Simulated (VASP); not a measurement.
# AlN (Cm) in VASP: a series of runs

Runs on AlN. Level: PBE. Tasks: single point.

All numbers are computed with VASP 6.6.1; they aren't measurements. Logs are shortened: lines on timing, memory, paths and dates and some standing lists are left out, and cuts for length are marked.

## (1) The cell of the first run

It takes space group Cm (No. 8, monoclinic). Conventional cell: a = 5.388 Å, b = 3.111 Å, c = 4.978 Å, α = 90.00°, β = 90.00°, γ = 90.00°. Al (site symmetry m) has 4 N at 1.89 to 2.01 Å within 2.5 Å. Within 2.2 Å of Al (site symmetry m) lie 3 N at 1.68 to 1.92 Å. Within 2.2 Å of N (site symmetry m) lie 3 Al at 1.68 to 2.01 Å. Within 2.5 Å of N (site symmetry m) lie 4 Al at 1.89 to 1.92 Å.

## (2) Single point, PBE (atom 3 (N) moved by (+0.000, -0.600) A along x and y)

INCAR

```
PREC = Accurate
ENCUT = 520
EDIFF = 1E-7
ISMEAR = 0
SIGMA = 0.05
LREAL = F
LASPH = T
NELM = 100
ALGO = Normal
ISIF = 2
LWAVE = F
LCHARG = T
GGA = PE
LELF = T
LVHAR = T
NBANDS = 16
```

KPOINTS

```
Automatic mesh
0
Gamma
  12 12 6
```

POSCAR

```
AlN
1.0
    3.1110021516      0.0000000000      0.0000000000
   -1.5555010758      2.6942068945      0.0000000000
    0.0000000000      0.0000000000      4.9780000000
Al N
2 2
Direct
    0.3333333333      0.6666666667      0.0000000000
    0.6666666667      0.3333333333      0.5000000000
    0.2219833102      0.4439666204      0.3850000000
    0.6666666667      0.3333333333      0.8850000000
```

Potentials or basis: VASP PAW PBE potentials, release 64 (Al, N).

Command:

```sh
$ cat potpaw_PBE.64/Al/POTCAR potpaw_PBE.64/N/POTCAR > POTCAR
$ mpirun -np 1 vasp_std > vasp.out
```

OUTCAR:

```text
PREC = Accurate
   ENCUT = 520
   EDIFF = 1E-7
   ISMEAR = 0
   LREAL = F
   LASPH = T
   NELM = 100
   ISIF = 2
   GGA = PE

 ion  position               nearest neighbor table
   1  0.333  0.667  0.000-   4 1.89   4 1.89   4 1.89   3 2.01   2 3.07   2 3.07   2 3.07   2 3.07
                             2 3.07   2 3.07
   2  0.667  0.333  0.500-   3 1.68   3 1.68   4 1.92   3 2.46   1 3.07   1 3.07   1 3.07   1 3.07
                             1 3.07   1 3.07
   3  0.222  0.444  0.385-   2 1.68   2 1.68   1 2.01   2 2.46
   4  0.667  0.333  0.885-   1 1.89   1 1.89   1 1.89   2 1.92

  LATTYP: Found a hexagonal cell.
 ALAT       =     3.1110021516
 C/A-ratio  =     1.6001274694

  Lattice vectors:

 A1 = (   3.1110021516,   0.0000000000,   0.0000000000)
 A2 = (  -1.5555010758,   2.6942068945,   0.0000000000)
 A3 = (   0.0000000000,   0.0000000000,   4.9780000000)

Analysis of symmetry for initial positions (statically):
=====================================================================
 Subroutine PRICEL returns:
 Original cell was already a primitive cell.

 Routine SETGRP: Setting up the symmetry group for a
 hexagonal supercell.

 Subroutine GETGRP returns: Found  2 space group operations
 (whereof  2 operations were pure point group operations)
 out of a pool of 24 trial point group operations.

The static configuration has the point symmetry C_1h.

Analysis of symmetry for dynamics (positions and initial velocities):
=====================================================================
 Subroutine PRICEL returns:
 Original cell was already a primitive cell.

 Routine SETGRP: Setting up the symmetry group for a
 hexagonal supercell.

 Subroutine GETGRP returns: Found  2 space group operations
 (whereof  2 operations were pure point group operations)
 out of a pool of 24 trial point group operations.

The dynamic configuration has the point symmetry C_1h.

 Subroutine INISYM returns: Found  2 space group operations
 (whereof  2 operations are pure point group operations),
 and found     1 'primitive' translations

----------------------------------------------------------------------------------------

                                     Primitive cell

  volume of cell :      41.7240

  direct lattice vectors                    reciprocal lattice vectors
     3.111002152  0.000000000  0.000000000     0.321439829  0.185583372  0.000000000
    -1.555501076  2.694206895  0.000000000     0.000000000  0.371166744  0.000000000
     0.000000000  0.000000000  4.978000000     0.000000000  0.000000000  0.200883889

  length of vectors
     3.111002152  3.111002152  4.978000000     0.371166744  0.371166744  0.200883889

  position of ions in fractional coordinates (direct lattice)
     0.333333333  0.666666667  0.000000000
     0.666666667  0.333333333  0.500000000
     0.221983310  0.443966620  0.385000000
     0.666666667  0.333333333  0.885000000

  ion indices of the primitive-cell ions
   primitive index   ion index
                 1           1
                 2           2
                 3           3
                 4           4

----------------------------------------------------------------------------------------

 KPOINTS: Automatic mesh

Automatic generation of k-mesh.
 Grid dimensions read from file:
 generate k-points for:   12   12    6

 Generating k-lattice:

  Cartesian coordinates                     Fractional coordinates (reciprocal lattice)
     0.026786652  0.015465281  0.000000000     0.083333333  0.000000000  0.000000000
     0.000000000  0.030930562  0.000000000     0.000000000  0.083333333  0.000000000
     0.000000000  0.000000000  0.033480648     0.000000000  0.000000000  0.166666667

  Length of vectors
     0.030930562  0.030930562  0.033480648

  Shift w.r.t. Gamma in fractional coordinates (k-lattice)
     0.000000000  0.000000000  0.000000000

 Subroutine IBZKPT returns following result:
 ===========================================

 Found    242 irreducible k-points:

 Following reciprocal coordinates:
            Coordinates               Weight
  0.000000  0.000000  0.000000      1.000000
  0.083333  0.000000  0.000000      4.000000
  0.000000  0.083333  0.000000      2.000000
  0.166667 -0.000000  0.000000      4.000000
  0.000000  0.166667  0.000000      2.000000
  0.250000 -0.000000  0.000000      4.000000
[... 16 lines left out ...]
 -0.083333  0.416667  0.000000      4.000000
 -0.416667  0.333333  0.000000      4.000000
 [... further k-points ...]
   k-points           NKPTS =    242   k-points in BZ     NKDIM =    242   number of bands    NBANDS=     16
   number of dos      NEDOS =    301   number of ions     NIONS =      4
   total plane-waves  NPLWV =  23040
   dimension x,y,z NGX =    24 NGY =   24 NGZ =   40
   dimension x,y,z NGXF=    48 NGYF=   48 NGZF=   80
   ions per type =               2   2
   NGX,Y,Z   is equivalent  to a cutoff of  12.83, 12.83, 13.36 a.u.
   NGXF,Y,Z  is equivalent  to a cutoff of  25.65, 25.65, 26.72 a.u.
 SYSTEM =  unknown system
   PREC   = accura    normal or accurate (medium, high low for compatibility)
   ISTART =      0    job   : 0-new  1-cont  2-samecut
   ICHARG =      2    charge: 1-file 2-atom 10-const
   ISPIN  =      1    spin polarized calculation?
   LNONCOLLINEAR =      F non collinear calculations
   LSORBIT =      F    spin-orbit coupling
   LASPH  =      T    aspherical Exc in radial PAW
   ENCUT  =  520.0 eV  38.22 Ry    6.18 a.u.   5.78  5.78  9.26*2*pi/ulx,y,z
   NELM   =    100;   NELMIN=  2; NELMDL= -5     # of ELM steps
   EDIFF  = 0.1E-06   stopping-criterion for ELM
   LREAL  =      F    real-space projection
   EDIFFG = 0.1E-05   stopping-criterion for IOM
   NSW    =      0    number of steps for IOM
   IBRION =     -1    ionic relax: 0-MD 1-quasi-New 2-CG
   NFREE  =      0    steps in history (QN), initial steepest desc. (CG)
   ISIF   =      2    stress and relaxation
   ISYM   =      2    0-nonsym 1-usesym 2-fastsym
   POTIM  = 0.5000    time-step for ionic-motion
   TEBEG  =    0.0;   TEEND  =   0.0 temperature during run
   PSTRESS=    0.0 pullay stress
   NELECT =      16.0000    total number of electrons
   NUPDOWN=      -1.0000    fix difference up-down
   EMIN   =  10.00;   EMAX   =-10.00  energy-range for DOS
   EFERMI =   0.00;   METHOD = LEGACY
   ISMEAR =     0;   SIGMA  =   0.05  broadening in eV -4-tet -1-fermi 0-gaus
   EFERMI_NEDOS =   21; number of points for ismear=-14 and -15
   IALGO  =     38    algorithm
   IMIX   =      4    mixing-type and parameters
     AMIX     =   0.40;   BMIX     =  1.00
     AMIX_MAG =   1.60;   BMIX_MAG =  1.00
  volume/ion in A,a.u.               =      10.43        70.39
  Fermi-wavevector in a.u.,A,eV,Ry     =   1.189377  2.247596 19.247033  1.414617
  Thomas-Fermi vector in A             =   2.325485
   LORBIT       =      0    0 simple, 1 ext, 2 COOP (PROOUT), +10 PAW based schemes
   GGA     = PE    functional components
   LHFCALC =     F    Hartree Fock is set to
   AEXX    =    0.0000 exact exchange contribution
   IVDW    =     0    specifies the selected vdW correction
   LEPSILON=     F    determine dielectric tensor
   LRPA    =     F    only Hartree local field effects (RPA)
 non-spin polarized calculation
 Gauss-broadening in eV      SIGMA  =   0.05
  energy-cutoff  :      520.00
  volume of cell :       41.72
 maximum number of plane-waves:      1152
   NGX = 11   NGY = 11   NGZ = 19

 number of electron      16.0000000 magnetization

 Free energy of the ion-electron system (eV)
  ---------------------------------------------------
  ext. energy  EPLUGINS =         0.00000000
  ---------------------------------------------------
  free energy    TOTEN  =       -28.25189289 eV

  energy without entropy =      -28.25189289  energy(sigma->0) =      -28.25189289

 E-fermi :   7.1480     XC(G=0): -10.9185

 val. band max:        6.9317941327   @ k =   0.0000   0.0000   0.0000
 cond. band min:       9.7577232216   @ k =   0.0000   0.0000   0.0000
 fundamental gap:      2.8259290889
 Fermi energy:         7.1479870454

 k-point     1 :       0.0000    0.0000    0.0000
  band No.  band energies     occupation
      1      -9.0474      2.00000
      2      -6.8965      2.00000
      3       0.2011      2.00000
      4       4.4454      2.00000
      5       5.4903      2.00000
      6       5.8584      2.00000
[... 8 lines left out ...]
     15      19.6532      0.00000
     16      20.4307      0.00000

 k-point     2 :       0.0833    0.0000    0.0000
  band No.  band energies     occupation
      1      -8.9571      2.00000
      2      -6.8470      2.00000
      3       0.3091      2.00000
      4       4.1824      2.00000
      5       5.2416      2.00000
      6       5.6055      2.00000
[... 8 lines left out ...]
     15      19.2400      0.00000
     16      19.9423      0.00000

 k-point     3 :       0.0000    0.0833    0.0000
  band No.  band energies     occupation
      1      -8.9632      2.00000
      2      -6.8410      2.00000
      3       0.2999      2.00000
      4       4.3736      2.00000
      5       4.9709      2.00000
      6       5.8025      2.00000
[... 8 lines left out ...]
     15      19.6401      0.00000
     16      19.7892      0.00000

 k-point     4 :       0.1667   -0.0000    0.0000
  band No.  band energies     occupation
      1      -8.6936      2.00000
      2      -6.7132      2.00000
      3       0.6283      2.00000
      4       3.4752      2.00000
      5       4.3934      2.00000
      6       5.2939      2.00000
[... 8 lines left out ...]
     15      19.0723      0.00000
     16      20.1633      0.00000
[... 324 lines left out ...]
 k-point    22 :       0.3333    0.0833    0.0000
  band No.  band energies     occupation
      1      -7.4774      2.00000
      2      -6.3539      2.00000
      3       1.4592      2.00000
      4       1.9423      2.00000
      5       2.2921      2.00000
      6       4.2938      2.00000
[... 8 lines left out ...]
     15      19.8555      0.00000
     16      21.3144      0.00000

 k-point    23 :      -0.0833    0.4167    0.0000
  band No.  band energies     occupation
      1      -7.6657      2.00000
      2      -6.1170      2.00000
      3       0.8605      2.00000
      4       1.9266      2.00000
      5       3.0965      2.00000
      6       3.6554      2.00000
[... 8 lines left out ...]
     15      20.5508      0.00000
     16      20.9872      0.00000

 k-point    24 :      -0.4167    0.3333    0.0000
  band No.  band energies     occupation
      1      -7.4183      2.00000
      2      -6.4221      2.00000
      3       1.4321      2.00000
      4       2.0355      2.00000
      5       2.3752      2.00000
      6       4.2379      2.00000
[... 8 lines left out ...]
     15      18.6050      0.00000
     16      21.3746      0.00000

 [... further k-points ...]

------------------------ aborting loop because EDIFF is reached ----------------------------------------

  FORCE on cell =-STRESS in cart. coord.  units (eV):
  Direction    XX          YY          ZZ          XY          YZ          ZX
  --------------------------------------------------------------------------------------
  -------------------------------------------------------------------------------------
  Total       11.4408220     -0.9167965      1.7559541      0.0000000      0.1592949      0.0000000
  in kB      439.3206976    -35.2044338     67.4275826      0.0000000      6.1168270      0.0000000
  external PRESSURE =     157.1812821 kB  Pullay stress =       0.0000000 kB

 VOLUME and BASIS-vectors are now :
 -----------------------------------------------------------------------------
  energy-cutoff  :      520.00
  volume of cell :       41.72
      direct lattice vectors                 reciprocal lattice vectors
     3.111002152  0.000000000  0.000000000     0.321439829  0.185583372  0.000000000
    -1.555501076  2.694206895  0.000000000     0.000000000  0.371166744  0.000000000
     0.000000000  0.000000000  4.978000000     0.000000000  0.000000000  0.200883889

 POSITION                                       TOTAL-FORCE (eV/Angst)
 -----------------------------------------------------------------------------------
     -0.00000      1.79614      0.00000         0.000000     -0.913987      0.640265
      1.55550      0.89807      2.48900        -0.000000     -2.060617      2.761974
      0.00000      1.19614      1.91653         0.000000      3.116651     -3.124317
      1.55550      0.89807      4.40553         0.000000     -0.142046     -0.277923
 -----------------------------------------------------------------------------------
    total drift:                               -0.000000      0.000417      0.000573

  FREE ENERGIE OF THE ION-ELECTRON SYSTEM (eV)
  ---------------------------------------------------
  free  energy   TOTEN  =       -28.2518928916 eV

  energy  without entropy=      -28.2518928916  energy(sigma->0) =      -28.25189289
```

Run time: 56 s. Hardware: 1 thread of AMD EPYC 9R45 (Zen 5), shared host; peak memory 0.23 GiB.

Results:

```
Free energy            : -28.2519 eV
Pressure               : 15.7 GPa
Largest force          : 4.413 eV/Å
Band gap on the k mesh : 2.83 eV
```

Forces on the atoms (eV/Å):
```
Al   0.000 -0.914  0.640
Al   0.000 -2.061  2.762
N    0.000  3.117 -3.124
N    0.000 -0.142 -0.278
```

Stress tensor (GPa, compression positive):
```
43.93  0.00  0.00
 0.00 -3.52  0.61
 0.00  0.61  6.74
```

Levels at points of the mesh, in eV from the valence-band top:
| k point | band 5 | band 6 | band 7 | band 8 | band 9 | band 10 | band 11 | band 12 |
| --- | --- | --- | --- | --- | --- | --- | --- | --- |
| (0.00, 0.00, 0.00) | -1.44 | -1.07 | -0.82 | 0.00 | 2.83 | 5.74 | 8.95 | 9.72 |
| (0.50, 0.00, 0.00) | -3.64 | -3.06 | -2.45 | -1.46 | 4.94 | 5.71 | 7.18 | 7.90 |
| (0.00, 0.50, 0.00) | -4.05 | -3.41 | -1.81 | -0.96 | 2.90 | 5.58 | 6.85 | 9.00 |
| (0.00, 0.00, 0.50) | -2.30 | -1.42 | -1.33 | -0.18 | 4.66 | 5.49 | 8.96 | 9.60 |
| (0.50, 0.00, 0.50) | -2.51 | -1.96 | -1.82 | -1.22 | 3.64 | 4.14 | 7.78 | 8.49 |
| (0.00, 0.50, 0.50) | -3.11 | -2.88 | -2.43 | -2.26 | 5.33 | 5.55 | 7.36 | 7.93 |

Caveat: the cell differs from its parent crystal (atom 3 (N) moved by (+0.000, -0.600) A along x and y); the stress differs along the axes, from -4 to 44 GPa; forces of over 1 eV/Å act on the atoms, so gaps and moduli don't describe the material at rest. A k mesh can miss the band edges.

[end of part 1 of 3]
